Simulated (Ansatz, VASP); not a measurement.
## One calculation of Hf, two programs

```
Hf
1.0
     0.00000    2.22000    2.13120
     2.22000    0.00000    2.13120
     2.22000    2.22000    0.00000
Hf
1
Cartesian
  0.0000 0.0000 0.0000
```

Change from the starting cell: strain +0.000 along x and y, -0.040 along z, atoms carried along.

Alike in both runs: task single point; functional r2SCAN; k mesh 18 × 18 × 18; occupations gaussian, width 0.15 eV; no spin polarisation.

|  | VASP | Ansatz |
| --- | --- | --- |
| version | VASP 6.6.1 | Ansatz 0.2.0 |
| potentials or method | VASP PAW PBE potentials, release 64 (Hf_pv), cutoff 520 eV | scalar-relativistic, plane waves, PAW |
| valence electrons in the cell | 10 | 26 |

Ansatz gave:

```
gap on the k mesh at the Fermi level (eV)                     : none
pressure (GPa)                                                : 7.5
traceless stress, the component that is largest in VASP (GPa) : 1.49
```

Task: Estimate VASP's values.

Result: gap on the k mesh at the Fermi level (eV): none; pressure (GPa): 7.0; traceless stress, the component that is largest in VASP (GPa): 1.49.

VASP's potentials were made for PBE, not for r2SCAN. A gap of «none» marks a metal or a gap that the smearing closes. VASP's potentials hold 10 valence electrons a cell and Ansatz's 26, so a difference there can come from the potentials and not from the codes.

Neither program's run includes spin-orbit coupling.
